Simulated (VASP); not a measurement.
# Ge (I4/mmm) in VASP: a series of runs, part 2 of 2

VASP 6.6.1. Earlier steps stand in the parts before.

### Step 4. Single point, BLYP

INCAR

```
SYSTEM = Ge
  PREC = Accurate
  ENCUT = 520
  EDIFF = 1E-6
  ISMEAR = -1
  SIGMA = 0.05
  LREAL = .FALSE.
  LASPH = .TRUE.
  NELM = 60
  ALGO = Normal
  ISIF = 2
  LWAVE = .FALSE.
  LCHARG = .TRUE.
  GGA = B5
  ALDAX = 1.0
  AGGAX = 1.0
  AGGAC = 1.0
  ALDAC = 0.0
  LELF = .TRUE.
  LVHAR = .TRUE.
  NBANDS = 13
```

KPOINTS

```
Automatic mesh
0
G
  12 12 12
  0 0 0
```

POSCAR

```
Ge
1.0
   -1.6084200000      1.6084200000      1.8731800000
    1.6084200000     -1.6084200000      1.8731800000
    1.6084200000      1.6084200000     -1.8731800000
Ge
1
Direct
    0.5000000000      0.5000000000      0.0000000000
```

The run is started by

```bash
$ cat potpaw_PBE.64/Ge_d/POTCAR > POTCAR
$ mpirun -np 1 vasp_std > vasp.out
```

Run time: 48 s. Hardware: 1 thread of Intel Xeon 8259CL, shared host; peak memory 0.16 GiB.

It converged, with:

```
Free energy            : -3.2898 eV
Pressure               : 7.1 GPa
Band gap on the k mesh : zero (bands 7 and 8 overlap by 10.95 eV)
```

Stress tensor (GPa, compression positive):
```
6.94 0.00 0.00
0.00 6.94 0.00
0.00 0.00 7.51
```

Levels at points of the mesh, in eV from the Fermi level:
| k point | band 3 | band 4 | band 5 | band 6 | band 7 | band 8 | band 9 | band 10 | band 11 | band 12 |
| --- | --- | --- | --- | --- | --- | --- | --- | --- | --- | --- |
| (0.00, 0.00, 0.00) | -24.79 | -24.76 | -24.72 | -13.02 | 8.26 | 8.54 | 8.54 | 13.94 | 13.94 | 15.46 |
| (0.50, 0.00, 0.00) | -24.75 | -24.72 | -24.69 | -7.92 | -5.26 | 4.85 | 7.14 | 10.47 | 10.89 | 16.05 |
| (0.50, 0.50, 0.00) | -24.72 | -24.71 | -24.67 | -6.88 | -4.75 | 2.96 | 4.53 | 7.98 | 8.09 | 22.61 |
| (0.50, 0.50, 0.50) | -24.71 | -24.69 | -24.69 | -3.86 | -2.47 | 0.64 | 0.64 | 4.82 | 5.57 | 26.44 |

Caveat: the cell stands under pressure; the PAW data sets were made with another functional, which shifts forces and pressure a little.

### Step 5. Single point, PBE

INCAR

```
ALGO = Normal ; EDIFF = 1E-6
ENCUT = 520 ; GGA = PE
ISIF = 2 ; ISMEAR = 0
LASPH = T ; LCHARG = F
LREAL = F ; LWAVE = F
NBANDS = 13 ; NELM = 80
PREC = Accurate ; SIGMA = 0.012
```

KPOINTS

```
k-points
0
Gamma
  12 12 12
```

POSCAR is that of step 4.

The run is started by

```bash
$ cat potpaw_PBE.64/Ge_d/POTCAR > POTCAR
$ mpirun -np 1 vasp_std > vasp.out
```

Run time: 41 s. Hardware: 1 thread of Intel Xeon 8259CL, shared host; peak memory 0.16 GiB.

Results (log left out):

* Free energy: -4.1835 eV
* Pressure: 0.8 GPa
* Band gap on the k mesh: zero (bands 7 and 8 overlap by 11.31 eV)

Stress tensor (GPa, compression positive):
```
0.45 0.00 0.00
0.00 0.45 0.00
0.00 0.00 1.42
```

Levels at points of the mesh, in eV from the Fermi level:
```tsv
k point	band 3	band 4	band 5	band 6	band 7	band 8	band 9	band 10	band 11	band 12
(0.00, 0.00, 0.00)	-24.80	-24.77	-24.73	-13.03	8.51	8.81	8.81	13.83	13.83	15.21
(0.50, 0.00, 0.00)	-24.76	-24.73	-24.70	-7.81	-5.40	5.04	7.27	10.25	10.66	15.70
(0.50, 0.50, 0.00)	-24.73	-24.72	-24.68	-6.74	-4.86	3.09	4.58	7.68	7.83	22.46
(0.50, 0.50, 0.50)	-24.72	-24.70	-24.70	-3.62	-2.48	0.69	0.69	4.42	5.21	26.42
```

### Step 6. Single point, RPBE

This run uses another cell than the first one, of 20.03 Å³/atom.

INCAR

```
SYSTEM = Ge
ALGO = Normal
EDIFF = 1E-6
ENCUT = 520
GGA = RP
ISIF = 2
ISMEAR = -1
LASPH = .True.
LCHARG = .False.
LREAL = .False.
LWAVE = .False.
NBANDS = 13
NELM = 80
PREC = Accurate
SIGMA = 0.05
```

KPOINTS

```
k-points
0
Gamma
  12 12 12
  0 0 0
```

POSCAR

```
Ge
1.0
   -1.5987794251      1.5987794251      1.9586869484
    1.5987794251     -1.5987794251      1.9586869484
    1.5987794251      1.5987794251     -1.9586869484
Ge
1
Direct
    0.5000000000      0.5000000000      0.0000000000
```

Potentials or basis: VASP PAW PBE potentials, release 64 (Ge_d).

The run is started by

```bash
$ cat potpaw_PBE.64/Ge_d/POTCAR > POTCAR
$ mpirun -np 1 vasp_std > vasp.out
```

OUTCAR:

```text
SYSTEM = Ge
   EDIFF = 1E-6
   ENCUT = 520
   GGA = RP
   ISIF = 2
   ISMEAR = -1
   LASPH = .True.
   LREAL = .False.
   NELM = 80
   PREC = Accurate

 ion  position               nearest neighbor table
   1  0.500  0.500  0.000-

  LATTYP: Found a body centered tetragonal cell.
 ALAT       =     3.1975588502
 C/A-ratio  =     1.2251139323

  Lattice vectors:

 A1 = (  -1.5987794251,   1.5987794251,   1.9586869484)
 A2 = (   1.5987794251,  -1.5987794251,   1.9586869484)
 A3 = (   1.5987794251,   1.5987794251,  -1.9586869484)

[... 554 lines left out ...]
      6      -2.9444      2.00000
      7       4.7136      2.00000
      8       9.3470      0.00000
      9      11.6140      0.00000
     10      16.1462      0.00000
     11      19.9098      0.00000
     12      22.4366      0.00000
     13      23.8199      0.00000

 [... further k-points ...]
[... 5 lines left out ...]
  --------------------------------------------------------------------------------------
  -------------------------------------------------------------------------------------
  Total       -0.0096148     -0.0096148     -0.0125486      0.0000000      0.0000000      0.0000000
  in kB       -0.7692167     -0.7692167     -1.0039308      0.0000000      0.0000000      0.0000000
  external PRESSURE =      -0.8474547 kB  Pullay stress =       0.0000000 kB

 VOLUME and BASIS-vectors are now :
 -----------------------------------------------------------------------------
  energy-cutoff  :      520.00
  volume of cell :       20.03
      direct lattice vectors                 reciprocal lattice vectors
    -1.598779425  1.598779425  1.958686948     0.000000000  0.312738576  0.255273054
     1.598779425 -1.598779425  1.958686948     0.312738576  0.000000000  0.255273054
     1.598779425  1.598779425 -1.958686948     0.312738576  0.312738576  0.000000000

 POSITION                                       TOTAL-FORCE (eV/Angst)
 -----------------------------------------------------------------------------------
      0.00000      0.00000      1.95869         0.000000     -0.000000      0.000000
 -----------------------------------------------------------------------------------
    total drift:                               -0.000000      0.000000      0.000000

  FREE ENERGIE OF THE ION-ELECTRON SYSTEM (eV)
  ---------------------------------------------------
  free  energy   TOTEN  =        -3.8263493289 eV

  energy  without entropy=       -3.8229490986  energy(sigma->0) =       -3.82464921
```

OSZICAR:

```text
N       E                     dE             d eps       ncg     rms          rms(c)
DAV:   1     0.656237203098E+02    0.65624E+02   -0.72384E+03  4533   0.297E+03
DAV:   2     0.207765396911E+01   -0.63546E+02   -0.60539E+02  4498   0.414E+02
DAV:   3    -0.375346301304E+01   -0.58311E+01   -0.57984E+01  4918   0.733E+01
DAV:   4    -0.383714428399E+01   -0.83681E-01   -0.83670E-01  4943   0.954E+00
DAV:   5    -0.383801840471E+01   -0.87412E-03   -0.87412E-03  4998   0.109E+00    0.114E+00
DAV:   6    -0.383001438447E+01    0.80040E-02   -0.58418E-03  5448   0.160E+00    0.636E-01
DAV:   7    -0.382645666702E+01    0.35577E-02   -0.44532E-03  5373   0.109E+00    0.555E-02
DAV:   8    -0.382634008275E+01    0.11658E-03   -0.42361E-04  5113   0.461E-01    0.287E-02
DAV:   9    -0.382634920914E+01   -0.91264E-05   -0.78519E-06  4968   0.282E-02    0.504E-03
DAV:  10    -0.382634932891E+01   -0.11976E-06   -0.10685E-07  3389   0.432E-03
   1 F= -.38263493E+01 E0= -.38246492E+01  d E =-.340023E-02
```

It took 43 s on 1 thread of Intel Xeon 8259CL, shared host; peak memory 0.16 GiB.

Results:

| Item | Value |
| --- | --- |
| Free energy | -3.8263 eV |
| Pressure | -0.1 GPa |
| Band gap on the k mesh | zero (bands 7 and 8 overlap by 10.87 eV) |

Caveat: the PAW data sets were made with another functional, which shifts forces and pressure a little.

### Step 7. The runs side by side

| level | cell | smearing | gap on the mesh (eV) | pressure (GPa) |
| --- | --- | --- | --- | --- |
| RPBE | a = 2.947 Å, angles 113.8, 113.8, 101.1°, 1 atom | fermi-dirac 0.05 eV | none | 2.1 |
| revPBE | a = 2.947 Å, angles 113.8, 113.8, 101.1°, 1 atom | fermi-dirac 0.05 eV | none | 1.6 |
| BLYP | a = 2.947 Å, angles 113.8, 113.8, 101.1°, 1 atom | fermi-dirac 0.05 eV | none | 7.1 |
| PBE | a = 2.947 Å, angles 113.8, 113.8, 101.1°, 1 atom | gaussian 0.012 eV | none | 0.8 |
| RPBE | a = 2.991 Å, angles 115.4, 115.4, 98.2°, 1 atom | fermi-dirac 0.05 eV | none | -0.1 |

Alike in all rows: task single point; potentials or basis VASP PAW PBE potentials, release 64 (Ge_d); no spin polarisation; k mesh 12 × 12 × 12; cutoff (eV) 520.

The pressure there spans 0.8 GPa (PBE) to 7.1 GPa (BLYP); a positive pressure means that this level wants a larger cell, a negative one a smaller.

Caveats: the PAW data sets were made with another functional, which shifts forces and pressure a little (at least some runs); the cell stands under pressure (at least some runs).

Absolute energies hang on the potentials; compare differences alone.
